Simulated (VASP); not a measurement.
# Ca (R-3m) in VASP: a series of runs

The runs below take Ca through single point, with PBE.

Program: VASP 6.6.1. These are calculated values, not measurements. Logs are shortened: lines on timing, memory, paths and dates and some standing lists are left out, and cuts for length are marked.

## (1) The cell of the first run

It takes space group R-3m (No. 166, trigonal). The conventional cell has a = 3.668 Å, b = 3.668 Å, c = 5.133 Å, α = 90.00°, β = 90.00°, γ = 120.00°. Within 3.6 Å of Ca (site symmetry -3m) lie 6 Ca at 2.72 Å.

## (2) Single point, PBE

INCAR reads:

```
ALGO     = Normal         # electronic algorithm
EDIFF    = 1E-6           # SCF threshold, eV
ENCUT    = 520            # plane-wave cutoff, eV
GGA      = PE             # functional
ISIF     = 2              # what is computed and relaxed
ISMEAR   = -1             # smearing method
LASPH    = T              # aspherical terms in the spheres
LCHARG   = F              # write CHGCAR
LREAL    = F              # projectors in reciprocal space
LWAVE    = F              # write WAVECAR
NBANDS   = 17             # bands
NELM     = 100            # most SCF steps
PREC     = Accurate       # precision mode
SIGMA    = 0.05           # smearing width, eV
```

KPOINTS reads:

```
k-points
0
Gamma
  12 12 12
```

POSCAR reads:

```
Ca
1.0
    1.8339771499     -1.0588472012      3.4218118381
    0.0000000000      2.1176944024      3.4218118381
   -1.8339771499     -1.0588472012      3.4218118381
Ca
2
Direct
    0.2499996658      0.2499996658      0.2499996658
   -0.2499996658     -0.2499996658     -0.2499996658
```

Potentials or basis: VASP PAW PBE potentials, release 64 (Ca_sv).

The run is started by

```sh
$ cat potpaw_PBE.64/Ca_sv/POTCAR > POTCAR
$ mpirun -np 1 vasp_std > vasp.out
```

OUTCAR:

```text
EDIFF = 1E-6
   ENCUT = 520
   GGA = PE
   ISIF = 2
   ISMEAR = -1
   LASPH = T
   LREAL = F
   NELM = 100
   PREC = Accurate

 ion  position               nearest neighbor table
   1  0.250  0.250  0.250-   2 2.72   2 2.72   2 2.72   2 2.72   2 2.72   2 2.72
   2  0.750  0.750  0.750-   1 2.72   1 2.72   1 2.72   1 2.72   1 2.72   1 2.72

  LATTYP: Found a trigonal (rhomboedric) cell.
 ALAT       =     4.0241055947
 COS(alpha) =     0.5845879408

  Lattice vectors:

 A1 = (   1.8339771499,  -1.0588472012,   3.4218118381)
 A2 = (   0.0000000000,   2.1176944024,   3.4218118381)
 A3 = (  -1.8339771499,  -1.0588472012,   3.4218118381)

Analysis of symmetry for initial positions (statically):
=====================================================================
 Subroutine PRICEL returns following result:

  LATTYP: Found a trigonal (rhomboedric) cell.
 ALAT       =     2.7224630700
 COS(alpha) =     0.0924013488

  Lattice vectors:

 A1 = (  -1.8339771499,  -1.0588472012,  -1.7108990576)
 A2 = (   0.0000000000,   2.1176944024,  -1.7108990576)
 A3 = (   1.8339771499,  -1.0588472012,  -1.7109127805)

   2 primitive cells build up your supercell.

 Routine SETGRP: Setting up the symmetry group for a
 trigonal (rhombohedral) supercell.

 Subroutine GETGRP returns: Found 12 space group operations
 (whereof 12 operations were pure point group operations)
 out of a pool of 12 trial point group operations.

The static configuration has the point symmetry D_3d.

Analysis of symmetry for dynamics (positions and initial velocities):
=====================================================================
 Subroutine PRICEL returns following result:

  LATTYP: Found a trigonal (rhomboedric) cell.
 ALAT       =     2.7224630700
 COS(alpha) =     0.0924013488

  Lattice vectors:

 A1 = (  -1.8339771499,  -1.0588472012,  -1.7108990576)
 A2 = (   0.0000000000,   2.1176944024,  -1.7108990576)
 A3 = (   1.8339771499,  -1.0588472012,  -1.7109127805)

   2 primitive cells build up your supercell.

 Routine SETGRP: Setting up the symmetry group for a
 trigonal (rhombohedral) supercell.

 Subroutine GETGRP returns: Found 12 space group operations
 (whereof 12 operations were pure point group operations)
 out of a pool of 12 trial point group operations.

The dynamic configuration has the point symmetry D_3d.

 Subroutine INISYM returns: Found 12 space group operations
 (whereof 12 operations are pure point group operations),
 and found     2 'primitive' translations

----------------------------------------------------------------------------------------

                                     Primitive cell

  volume of cell :      19.9344

  direct lattice vectors                    reciprocal lattice vectors
    -1.833977150 -1.058847201 -1.710899058    -0.272632261 -0.157403468 -0.194828819
     0.000000000  2.117694402 -1.710899058    -0.000000729  0.314808198 -0.194828819
     1.833977150 -1.058847201 -1.710912780     0.272630803 -0.157403468 -0.194828819

  length of vectors
     2.722463070  2.722463070  2.722471694     0.370219489  0.370219489  0.370218415

  position of ions in fractional coordinates (direct lattice)
     0.500000000  0.500000000  0.500000000

  ion indices of the primitive-cell ions
   primitive index   ion index
                 1           1

----------------------------------------------------------------------------------------

 KPOINTS: k-points

Automatic generation of k-mesh.
 Grid dimensions read from file:
 generate k-points for:   12   12   12

 Generating k-lattice:

  Cartesian coordinates                     Fractional coordinates (reciprocal lattice)
     0.022719294 -0.013116991  0.008117857     0.083333333 -0.000000000 -0.000000000
     0.000000000  0.026233981  0.008117857    -0.000000000  0.083333333 -0.000000000
    -0.022719294 -0.013116991  0.008117857    -0.000000000 -0.000000000  0.083333333

  Length of vectors
     0.027461270  0.027461270  0.027461270

  Shift w.r.t. Gamma in fractional coordinates (k-lattice)
     0.000000000  0.000000000  0.000000000

 Subroutine IBZKPT returns following result:
 ===========================================

 Found    189 irreducible k-points:

 Following reciprocal coordinates:
            Coordinates               Weight
  0.000000  0.000000  0.000000      1.000000
  0.083333  0.000000  0.000000      6.000000
  0.166667 -0.000000  0.000000      6.000000
  0.250000  0.000000  0.000000      6.000000
  0.333333 -0.000000 -0.000000      6.000000
  0.416667 -0.000000  0.000000      6.000000
[... 16 lines left out ...]
  0.500000  0.166667  0.000000     12.000000
 -0.416667  0.166667 -0.000000     12.000000
 [... further k-points ...]
   k-points           NKPTS =    189   k-points in BZ     NKDIM =    189   number of bands    NBANDS=     17
   number of dos      NEDOS =    301   number of ions     NIONS =      2
   total plane-waves  NPLWV =  27000
   dimension x,y,z NGX =    30 NGY =   30 NGZ =   30
   dimension x,y,z NGXF=    60 NGYF=   60 NGZF=   60
   ions per type =               2
   NGX,Y,Z   is equivalent  to a cutoff of  12.39, 12.39, 12.39 a.u.
   NGXF,Y,Z  is equivalent  to a cutoff of  24.79, 24.79, 24.79 a.u.
 SYSTEM =  unknown system
   PREC   = accura    normal or accurate (medium, high low for compatibility)
   ISTART =      0    job   : 0-new  1-cont  2-samecut
   ICHARG =      2    charge: 1-file 2-atom 10-const
   ISPIN  =      1    spin polarized calculation?
   LNONCOLLINEAR =      F non collinear calculations
   LSORBIT =      F    spin-orbit coupling
   LASPH  =      T    aspherical Exc in radial PAW
   ENCUT  =  520.0 eV  38.22 Ry    6.18 a.u.   7.48  7.48  7.48*2*pi/ulx,y,z
   NELM   =    100;   NELMIN=  2; NELMDL= -5     # of ELM steps
   EDIFF  = 0.1E-05   stopping-criterion for ELM
   LREAL  =      F    real-space projection
   EDIFFG = 0.1E-04   stopping-criterion for IOM
   NSW    =      0    number of steps for IOM
   IBRION =     -1    ionic relax: 0-MD 1-quasi-New 2-CG
   NFREE  =      0    steps in history (QN), initial steepest desc. (CG)
   ISIF   =      2    stress and relaxation
   ISYM   =      2    0-nonsym 1-usesym 2-fastsym
   POTIM  = 0.5000    time-step for ionic-motion
   TEBEG  =    0.0;   TEEND  =   0.0 temperature during run
   PSTRESS=    0.0 pullay stress
   NELECT =      20.0000    total number of electrons
   NUPDOWN=      -1.0000    fix difference up-down
   EMIN   =  10.00;   EMAX   =-10.00  energy-range for DOS
   EFERMI =   0.00;   METHOD = LEGACY
   ISMEAR =    -1;   SIGMA  =   0.05  broadening in eV -4-tet -1-fermi 0-gaus
   EFERMI_NEDOS =   21; number of points for ismear=-14 and -15
   IALGO  =     38    algorithm
   IMIX   =      4    mixing-type and parameters
     AMIX     =   0.40;   BMIX     =  1.00
     AMIX_MAG =   1.60;   BMIX_MAG =  1.00
  volume/ion in A,a.u.               =      19.93       134.52
  Fermi-wavevector in a.u.,A,eV,Ry     =   1.300788  2.458134 23.021742  1.692050
  Thomas-Fermi vector in A             =   2.431964
   LORBIT       =      0    0 simple, 1 ext, 2 COOP (PROOUT), +10 PAW based schemes
   GGA     = PE    functional components
   LHFCALC =     F    Hartree Fock is set to
   AEXX    =    0.0000 exact exchange contribution
   IVDW    =     0    specifies the selected vdW correction
   LEPSILON=     F    determine dielectric tensor
   LRPA    =     F    only Hartree local field effects (RPA)
 non-spin polarized calculation
  energy-cutoff  :      520.00
  volume of cell :       39.87
 maximum number of plane-waves:      1099
 NGX is ok and might be reduce to    30
   NGX = 15   NGY = 15   NGZ = 15

 number of electron      20.0000000 magnetization

 Free energy of the ion-electron system (eV)
  ---------------------------------------------------
  ext. energy  EPLUGINS =         0.00000000
  ---------------------------------------------------
  free energy    TOTEN  =        -0.52823505 eV

  energy without entropy =       -0.52414174  energy(sigma->0) =       -0.52618840

 E-fermi :   5.7283     XC(G=0): -10.4821

 val. band max:        5.7234449164   @ k =  -0.3333   0.5000   0.1667
 cond. band min:       5.7460983831   @ k =  -0.3333  -0.4167   0.2500
 fundamental gap:      0.0226534666
 Fermi energy:         5.7282575922

 k-point     1 :       0.0000    0.0000    0.0000
  band No.  band energies     occupation
      1     -35.6444      2.00000
      2     -34.7727      2.00000
      3     -17.1636      2.00000
      4     -16.7349      2.00000
      5     -16.7349      2.00000
      6     -15.6860      2.00000
[... 9 lines left out ...]
     16      12.8545      0.00000
     17      12.9487      0.00000

 k-point     2 :       0.0833    0.0000    0.0000
  band No.  band energies     occupation
      1     -35.6285      2.00000
      2     -34.7865      2.00000
      3     -17.1408      2.00000
      4     -16.7318      2.00000
      5     -16.7227      2.00000
      6     -15.7245      2.00000
[... 9 lines left out ...]
     16      12.7943      0.00000
     17      12.8634      0.00000

 k-point     3 :       0.1667   -0.0000    0.0000
  band No.  band energies     occupation
      1     -35.5823      2.00000
      2     -34.8272      2.00000
      3     -17.0734      2.00000
      4     -16.7204      2.00000
      5     -16.6857      2.00000
      6     -15.8316      2.00000
[... 9 lines left out ...]
     16      12.5986      0.00000
     17      12.6229      0.00000

 k-point     4 :       0.2500    0.0000    0.0000
  band No.  band energies     occupation
      1     -35.5094      2.00000
      2     -34.8926      2.00000
      3     -16.9644      2.00000
      4     -16.6952      2.00000
      5     -16.6238      2.00000
      6     -15.9855      2.00000
[... 9 lines left out ...]
     16      12.0935      0.00000
     17      12.2322      0.00000

 k-point     5 :       0.3333   -0.0000   -0.0000
  band No.  band energies     occupation
      1     -35.4154      2.00000
      2     -34.9791      2.00000
      3     -16.8187      2.00000
      4     -16.6486      2.00000
      5     -16.5372      2.00000
      6     -16.1582      2.00000
[... 9 lines left out ...]
     16      11.0991      0.00000
     17      11.7118      0.00000

 k-point     6 :       0.4167   -0.0000    0.0000
  band No.  band energies     occupation
      1     -35.3074      2.00000
      2     -35.0815      2.00000
      3     -16.6442      2.00000
      4     -16.5722      2.00000
      5     -16.4277      2.00000
      6     -16.3249      2.00000
[... 9 lines left out ...]
     16      10.2393      0.00000
     17      11.0098      0.00000
[... 281 lines left out ...]
 k-point    21 :       0.3333    0.1667    0.0000
  band No.  band energies     occupation
      1     -35.4494      2.00000
      2     -34.9458      2.00000
      3     -17.0884      2.00000
      4     -16.8414      2.00000
      5     -16.6123      2.00000
      6     -16.1609      2.00000
[... 9 lines left out ...]
     16      10.7630      0.00000
     17      11.4541      0.00000

 k-point    22 :       0.4167    0.1667    0.0000
  band No.  band energies     occupation
      1     -35.3618      2.00000
      2     -35.0257      2.00000
      3     -17.0010      2.00000
      4     -16.8203      2.00000
      5     -16.8013      2.00000
      6     -15.9972      2.00000
[... 9 lines left out ...]
     16      10.2709      0.00000
     17      11.1657      0.00000

 k-point    23 :       0.5000    0.1667    0.0000
  band No.  band energies     occupation
      1     -35.2638      2.00000
      2     -35.1182      2.00000
      3     -16.9488      2.00000
      4     -16.8730      2.00000
      5     -16.7644      2.00000
      6     -16.0112      2.00000
[... 9 lines left out ...]
     16       9.6960      0.00000
     17      11.2989      0.00000

 k-point    24 :      -0.4167    0.1667   -0.0000
  band No.  band energies     occupation
      1     -35.2176      2.00000
      2     -35.1627      2.00000
      3     -17.0480      2.00000
      4     -16.7127      2.00000
      5     -16.6644      2.00000
      6     -16.1669      2.00000
[... 9 lines left out ...]
     16       9.9876      0.00000
     17      11.0589      0.00000

 [... further k-points ...]

------------------------ aborting loop because EDIFF is reached ----------------------------------------

  FORCE on cell =-STRESS in cart. coord.  units (eV):
  Direction    XX          YY          ZZ          XY          YZ          ZX
  --------------------------------------------------------------------------------------
  -------------------------------------------------------------------------------------
  Total        8.0579839      8.0579839      8.0781232      0.0000000     -0.0000000      0.0000000
  in kB      323.8190473    323.8190473    324.6283649      0.0000000     -0.0000000      0.0000000
  external PRESSURE =     324.0888198 kB  Pullay stress =       0.0000000 kB

 VOLUME and BASIS-vectors are now :
 -----------------------------------------------------------------------------
  energy-cutoff  :      520.00
  volume of cell :       39.87
      direct lattice vectors                 reciprocal lattice vectors
     1.833977150 -1.058847201  3.421811838     0.272631532 -0.157403888  0.097414279
     0.000000000  2.117694402  3.421811838     0.000000000  0.314807777  0.097414279
    -1.833977150 -1.058847201  3.421811838    -0.272631532 -0.157403888  0.097414279

 POSITION                                       TOTAL-FORCE (eV/Angst)
 -----------------------------------------------------------------------------------
      0.00000      0.00000      2.56636         0.000000      0.000000      0.000000
      0.00000      0.00000      7.69908         0.000000      0.000000      0.000000
 -----------------------------------------------------------------------------------
    total drift:                               -0.000000     -0.000000      0.000000

  FREE ENERGIE OF THE ION-ELECTRON SYSTEM (eV)
  ---------------------------------------------------
  free  energy   TOTEN  =        -0.5282350509 eV

  energy  without entropy=       -0.5241417430  energy(sigma->0) =       -0.52618840
```

Wall time 2.1 min (1 thread of Intel Xeon 6975P-C, shared host); peak memory 0.25 GiB.

Results:

- Free energy: -0.5282 eV
- Pressure: 32.4 GPa
- Band gap on the k mesh: zero (band 10 reaches 5.88 eV, above the bottom of band 11 at 5.46 eV)

Stress tensor (GPa, compression positive):
```
32.38  0.00  0.00
 0.00 32.38  0.00
 0.00  0.00 32.46
```

(Continued in part 2 of 2.)
